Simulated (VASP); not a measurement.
# Ge (Cmmm) in VASP: settings compared, part 2 of 2

VASP 6.6.1.

## (3) Relaxation of cell and atoms, RPBE+D4

File INCAR:

```
SYSTEM = Ge
  ALGO = Normal
  EDIFF = 1E-6
  EDIFFG = -0.01
  ENCUT = 600
  GGA = RP
  IBRION = 2
  ISIF = 3
  ISMEAR = -1
  IVDW = 13
  LASPH = .TRUE.
  LCHARG = .FALSE.
  LREAL = .FALSE.
  LWAVE = .FALSE.
  NELM = 60
  NSW = 60
  PREC = Accurate
  SIGMA = 0.05
```

File KPOINTS:

```
k-points
0
G
  11 11 10
  0 0 0
```

File POSCAR:

```
Ge
1.0
    1.3971490000     -2.6005160000      0.0000000000
    1.3971490000      2.6005160000      0.0000000000
    0.0000000000      0.0000000000      2.6982310000
Ge
1
Direct
    0.5000000000      0.5000000000      0.0000000000
```

Potentials or basis: VASP PAW PBE potentials, release 64 (Ge_d).

Run with:

```console
$ cat potpaw_PBE.64/Ge_d/POTCAR > POTCAR
$ mpirun -np 1 vasp_std > vasp.out
```

OUTCAR:

```text
SYSTEM = Ge
   EDIFF = 1E-6
   EDIFFG = -0.01
   ENCUT = 600
   GGA = RP
   IBRION = 2
   ISIF = 3
   ISMEAR = -1
   IVDW = 13
   LASPH = .TRUE.
   LREAL = .FALSE.
   NELM = 60
   NSW = 60
   PREC = Accurate

 ion  position               nearest neighbor table
   1  0.500  0.500  0.000-

  LATTYP: Found a base centered orthorhombic cell.
 ALAT       =     2.7942980000
 B/A-ratio  =     1.8613018368
 C/A-ratio  =     0.9656203454

  Lattice vectors:

 A1 = (   1.3971490000,  -2.6005160000,   0.0000000000)
 A2 = (   1.3971490000,   2.6005160000,   0.0000000000)
 A3 = (   0.0000000000,   0.0000000000,   2.6982310000)

Analysis of symmetry for initial positions (statically):
=====================================================================
 Subroutine PRICEL returns:
 Original cell was already a primitive cell.

 Routine SETGRP: Setting up the symmetry group for a
 base centered orthorhombic supercell.

 Subroutine GETGRP returns: Found  8 space group operations
[... 367 lines left out ...]

  energy without entropy =       -3.87234764  energy(sigma->0) =       -3.87446357

 E-fermi :   7.1663     XC(G=0): -11.2996

 val. band max:        7.1458707085   @ k =   0.4545   0.1818   0.4000
 cond. band min:       7.1711732835   @ k =   0.3636   0.1818   0.4000
 fundamental gap:      0.0253025749
 Fermi energy:         7.1663160498

 k-point     1 :       0.0000    0.0000    0.0000
  band No.  band energies     occupation
      1     -17.7291      2.00000
      2     -17.6514      2.00000
      3     -17.6394      2.00000
      4     -17.4756      2.00000
      5     -17.4717      2.00000
      6      -6.3415      2.00000
      7      13.8222      0.00000
      8      15.8372      0.00000
      9      16.1113      0.00000
     10      17.2870      0.00000
     11      21.3940      0.00000
[... 309 lines left out ...]
 k-point    24 :      -0.1818    0.1818    0.0000
  band No.  band energies     occupation
      1     -17.7125      2.00000
      2     -17.6536      2.00000
      3     -17.5991      2.00000
      4     -17.4933      2.00000
      5     -17.4757      2.00000
      6      -5.5255      2.00000
      7      10.4161      0.00000
      8      14.1934      0.00000
      9      14.6160      0.00000
     10      17.5756      0.00000
     11      19.2252      0.00000

 [... further k-points ...]

------------------------ aborting loop because EDIFF is reached ----------------------------------------

  DFT-D4 for vdW energy calculation

  Edisp (eV):   -0.77337
[... 24 lines left out ...]
  FREE ENERGIE OF THE ION-ELECTRON SYSTEM (eV)
  ---------------------------------------------------
  free  energy   TOTEN  =        -4.6499481614 eV

  energy  without entropy=       -4.6457162884  energy(sigma->0) =       -4.64783222

 reached required accuracy - stopping structural energy minimisation
```

OSZICAR:

```text
N       E                     dE             d eps       ncg     rms          rms(c)
DAV:   1     0.557314861258E+02    0.55731E+02   -0.81783E+03  4881   0.376E+03
DAV:   2     0.537777706764E+00   -0.55194E+02   -0.53207E+02  4848   0.392E+02
[... 139 lines left out ...]
  21 F= -.46499695E+01 E0= -.46478399E+01  d E =-.479179E-05
       N       E                     dE             d eps       ncg     rms          rms(c)
DAV:   1    -0.387699534348E+01   -0.40080E-03   -0.67158E-03  5689   0.995E-01    0.122E-01
DAV:   2    -0.387671251336E+01    0.28283E-03   -0.21254E-04  5904   0.331E-01    0.730E-02
DAV:   3    -0.387657792104E+01    0.13459E-03   -0.15394E-04  5068   0.356E-01    0.862E-03
DAV:   4    -0.387657952131E+01   -0.16003E-05   -0.20262E-05  5052   0.446E-02    0.416E-03
DAV:   5    -0.387657951002E+01    0.11290E-07   -0.16369E-07  2734   0.151E-02
  22 F= -.46499482E+01 E0= -.46478322E+01  d E =0.165428E-04
```

Run time: 7.2 min. Hardware: 1 thread of Intel Xeon 8259CL, shared host; peak memory 0.19 GiB.

Results:

* Free energy: -4.6499 eV
* Relaxed volume: 18.23 Å³/atom
* Relaxed cell: a = 2.823 Å, b = 2.823 Å, c = 2.660 Å, α = 90.00°, β = 90.00°, γ = 120.67°
* Space group after relaxing (to 0.05 Å): P6/mmm (No. 191)
* Energy gained by relaxing: 26.6 meV/atom
* Ionic steps: 22
* Pressure after relaxing: 0.0 GPa
* Band gap on the k mesh: zero (band 7 reaches 13.99 eV, above the bottom of band 8 at 4.61 eV)
* Dispersion energy per atom: -0.773 eV

Step by step:
```
step  energy change (eV)  largest force (eV/Å)  pressure (GPa)  volume (Å³)
   1              0.0000                0.0000           -4.80        19.61
   2             -0.0233                0.0000            1.13        17.98
   3             -0.0239                0.0000            0.42        18.19
   4             -0.0238                0.0000            0.19        18.21
   5             -0.0258                0.0000            0.00        18.23
   6             -0.0263                0.0000            0.05        18.24
   7             -0.0263                0.0000           -0.16        18.25
   8             -0.0265                0.0000           -0.17        18.25
   9             -0.0264                0.0000           -0.07        18.25
  10             -0.0264                0.0000           -0.12        18.25
  11             -0.0266                0.0000           -0.08        18.21
  12             -0.0267                0.0000            0.09        18.22
  13             -0.0267                0.0000            0.07        18.22
  14             -0.0267                0.0000            0.06        18.22
  15             -0.0267                0.0000           -0.13        18.24
  16             -0.0267                0.0000           -0.03        18.23
  17             -0.0267                0.0000           -0.21        18.23
  18             -0.0267                0.0000            0.09        18.23
  19             -0.0267                0.0000            0.02        18.23
  20             -0.0267                0.0000           -0.07        18.23
  21             -0.0267                0.0000           -0.04        18.23
  22             -0.0266                0.0000           -0.04        18.23
```

Final structure:
```
CELL_PARAMETERS angstrom
1.39706 -2.45275 0.00000
1.39706 2.45275 0.00000
0.00000 0.00000 2.66039
ATOMIC_POSITIONS crystal
Ge 0.50000 0.50000 0.00000
```

Caveat: the PAW data sets were made with another functional, which shifts forces and pressure a little; pairwise dispersion overbinds metals, which lowers pressure and volume.

## (4) Relaxation of cell and atoms, revPBE+D3(BJ)

File INCAR:

```
SYSTEM = Ge
ALGO     = Normal         ! electronic algorithm
EDIFF    = 1E-6           ! SCF threshold, eV
EDIFFG   = -0.01          ! ionic threshold
ENCUT    = 600            ! plane-wave cutoff, eV
GGA      = RE             ! functional
IBRION   = 2              ! ionic algorithm
ISIF     = 3              ! what is computed and relaxed
ISMEAR   = -1             ! smearing method
IVDW     = 12             ! dispersion correction
LASPH    = .True.         ! aspherical terms in the spheres
LCHARG   = .False.        ! write CHGCAR
LREAL    = .False.        ! projectors in reciprocal space
LWAVE    = .False.        ! write WAVECAR
NELM     = 60             ! most SCF steps
NSW      = 60             ! ionic steps
PREC     = Accurate       ! precision mode
SIGMA    = 0.05           ! smearing width, eV
```

File KPOINTS:

```
k-points
0
Gamma
  11 11 10
  0 0 0
```

POSCAR is that of step 3.

Run with:

```console
$ cat potpaw_PBE.64/Ge_d/POTCAR > POTCAR
$ mpirun -np 1 vasp_std > vasp.out
```

Run time: 9.8 min. Hardware: 1 thread of Intel Xeon 8259CL, shared host; peak memory 0.21 GiB.

Results (log left out):

| Quantity | Value |
| --- | --- |
| Free energy | -4.6388 eV |
| Relaxed volume | 18.19 Å³/atom |
| Relaxed cell | a = 2.809 Å, b = 2.809 Å, c = 2.663 Å, α = 90.00°, β = 90.00°, γ = 120.06° |
| Space group after relaxing (to 0.05 Å) | P6/mmm (No. 191) |
| Energy gained by relaxing | 27.6 meV/atom |
| Ionic steps | 32 |
| Pressure after relaxing | 0.0 GPa |
| Band gap on the k mesh | zero (band 7 reaches 13.96 eV, above the bottom of band 8 at 4.65 eV) |
| Dispersion energy per atom | -0.700 eV |

The path:
| step | energy change (eV) | largest force (eV/Å) | pressure (GPa) | volume (Å³) |
| --- | --- | --- | --- | --- |
| 1 | 0.0000 | 0.0000 | -4.83 | 19.61 |
| 2 | -0.0242 | 0.0000 | 1.03 | 17.98 |
| 3 | -0.0246 | 0.0000 | 0.21 | 18.15 |
| 4 | -0.0246 | 0.0000 | 0.47 | 18.12 |
| 5 | -0.0267 | 0.0000 | 0.25 | 18.14 |
| 6 | -0.0272 | 0.0000 | 0.30 | 18.14 |
| 7 | -0.0273 | 0.0000 | 0.12 | 18.16 |
| 8 | -0.0274 | 0.0000 | 0.13 | 18.15 |
| 9 | -0.0274 | 0.0000 | 0.18 | 18.15 |
| 10 | -0.0275 | 0.0000 | -0.18 | 18.22 |
| 11 | -0.0276 | 0.0000 | -0.10 | 18.20 |
| 12 | -0.0276 | 0.0000 | 0.07 | 18.20 |
| 13 | -0.0275 | 0.0000 | -0.22 | 18.22 |
| 14 | -0.0276 | 0.0000 | -0.03 | 18.21 |
| 15 | -0.0276 | 0.0000 | 0.01 | 18.21 |
| 16 | -0.0276 | 0.0000 | -0.08 | 18.22 |
| 17 | -0.0276 | 0.0000 | 0.10 | 18.21 |
| 18 | -0.0276 | 0.0000 | -0.01 | 18.22 |
| 19 | -0.0276 | 0.0000 | -0.12 | 18.21 |
| 20 | -0.0276 | 0.0000 | -0.11 | 18.21 |
| 21 | -0.0276 | 0.0000 | -0.13 | 18.20 |
| 22 | -0.0276 | 0.0000 | 0.01 | 18.19 |
| 23 | -0.0276 | 0.0000 | 0.02 | 18.19 |
| 24 | -0.0276 | 0.0000 | 0.10 | 18.18 |
| 25 | -0.0276 | 0.0000 | 0.07 | 18.18 |
| 26 | -0.0276 | 0.0000 | 0.10 | 18.18 |
| 27 | -0.0276 | 0.0000 | 0.10 | 18.18 |
| 28 | -0.0276 | 0.0000 | 0.09 | 18.18 |
| 29 | -0.0276 | 0.0000 | 0.03 | 18.18 |
| 30 | -0.0276 | 0.0000 | 0.08 | 18.18 |
| 31 | -0.0276 | 0.0000 | 0.05 | 18.18 |
| 32 | -0.0276 | 0.0000 | 0.03 | 18.19 |

Final structure:
```yaml
crystal:
  lattice:
    - [1.40325, -2.43341, 0.00000]
    - [1.40325, 2.43341, 0.00000]
    - [0.00000, 0.00000, 2.66312]
  atoms:
    - { symbol: Ge, position: [0.50000, 0.50000, 0.00000] }
```

Levels at points of the mesh, in eV from the Fermi level:
| k point | band 3 | band 4 | band 5 | band 6 | band 7 | band 8 | band 9 | band 10 | band 11 |
| --- | --- | --- | --- | --- | --- | --- | --- | --- | --- |
| (0.00, 0.00, 0.00) | -24.81 | -24.64 | -24.64 | -13.54 | 6.58 | 8.84 | 8.87 | 10.09 | 14.49 |
| (0.00, 0.00, 0.50) | -24.71 | -24.71 | -24.68 | -9.61 | -6.23 | 11.86 | 11.89 | 17.27 | 17.91 |

Caveat: the PAW data sets were made with another functional, which shifts forces and pressure a little; pairwise dispersion overbinds metals, which lowers pressure and volume.

## (5) Single point, r2SCAN0

POSCAR is that of step 4.

File INCAR.step1:

```
ALGO = Normal
EDIFF = 1E-5
ENCUT = 520
GGA = PE
ISIF = 2
ISMEAR = -1
LASPH = T
LCHARG = F
LREAL = F
LWAVE = T
NBANDS = 13
NELM = 80
PREC = Accurate
SIGMA = 0.05
```

File INCAR.step2:

```
AEXX = 0.25
ALGO = Normal
EDIFF = 1E-6
ENCUT = 520
ISIF = 2
ISMEAR = -1
ISTART = 1
LASPH = T
LCHARG = F
LHFCALC = T
LMIXTAU = T
LREAL = F
LWAVE = F
METAGGA = R2SCAN
NBANDS = 13
NELM = 80
PREC = Accurate
PRECFOCK = Normal
SIGMA = 0.05
```

File KPOINTS:

```
k-points
0
Gamma
  6 6 6
```

Run with:

```console
$ cat potpaw_PBE.64/Ge_d/POTCAR > POTCAR
$ cp INCAR.step1 INCAR
$ mpirun -np 1 vasp_std > vasp.out
$ cp INCAR.step2 INCAR
$ mpirun -np 1 vasp_std > vasp.out
```

Run time: 39 min. Hardware: 1 thread of Intel Xeon Platinum 8559C (Emerald Rapids), shared host; peak memory 0.15 GiB.

Results (log left out):

```yaml
Free_energy: -12.5653 eV
Pressure: -4.5 GPa
Band_gap_on_the_k_mesh: zero (band 7 reaches 14.11 eV, above the bottom of band 8 at 2.02 eV)
```

Stress tensor (GPa, compression positive):
```
 -5.67   0.00   0.00
  0.00 -10.11   0.00
  0.00   0.00   2.39
```

Levels at points of the mesh, in eV from the Fermi level:
| k point | band 4 | band 5 | band 6 | band 7 | band 8 | band 9 | band 10 | band 11 |
| --- | --- | --- | --- | --- | --- | --- | --- | --- |
| (0.00, 0.00, 0.00) | -29.32 | -29.30 | -15.74 | 7.61 | 8.27 | 9.93 | 11.15 | 13.86 |
| (0.50, 0.00, 0.00) | -29.33 | -29.32 | -9.80 | -7.05 | 4.08 | 8.32 | 11.98 | 18.16 |
| (0.50, 0.50, 0.00) | -29.33 | -29.30 | -10.80 | -7.30 | 6.09 | 10.14 | 11.23 | 17.48 |
| (0.00, 0.00, 0.50) | -29.37 | -29.34 | -11.38 | -7.55 | 11.51 | 13.15 | 17.55 | 17.86 |
| (0.50, 0.00, 0.50) | -29.32 | -29.24 | -4.67 | -3.59 | -2.80 | 4.20 | 7.37 | 12.84 |
| (0.50, 0.50, 0.50) | -29.32 | -29.26 | -5.86 | -3.74 | -3.50 | 3.77 | 9.33 | 14.82 |

Caveat: the k points lie up to 0.43 Å⁻¹ apart; the PAW data sets were made with another functional, which shifts forces and pressure a little.

## (6) Overview

| task | level | cell | k mesh | cutoff (eV) | grid for exact exchange (PRECFOCK) | gap on the mesh (eV) | pressure (GPa) | relaxed volume (Å³/atom) |
| --- | --- | --- | --- | --- | --- | --- | --- | --- |
| relaxation of cell and atoms | RPBE+D3(BJ) | relaxed | 11 × 11 × 10 | 600 | - | none | 0.0 | 15.70 |
| relaxation of cell and atoms | RPBE+D4 | relaxed | 11 × 11 × 10 | 600 | - | none | 0.0 | 18.23 |
| relaxation of cell and atoms | revPBE+D3(BJ) | relaxed | 11 × 11 × 10 | 600 | - | none | 0.0 | 18.19 |
| single point | r2SCAN0 | as given | 6 × 6 × 6 | 520 | Normal | none | -4.5 | - |

Alike in all rows: potentials or basis VASP PAW PBE potentials, release 64 (Ge_d); no spin polarisation; smearing fermi-dirac 0.05 eV.

Caveats: some runs use coarse meshes; the PAW data sets were made with another functional, which shifts forces and pressure a little; pairwise dispersion overbinds metals, which lowers pressure and volume (some runs); the volume moved by over 15 % at a fixed basis, so the end points are rough (some runs).

Absolute energies hang on the potentials; compare differences alone.
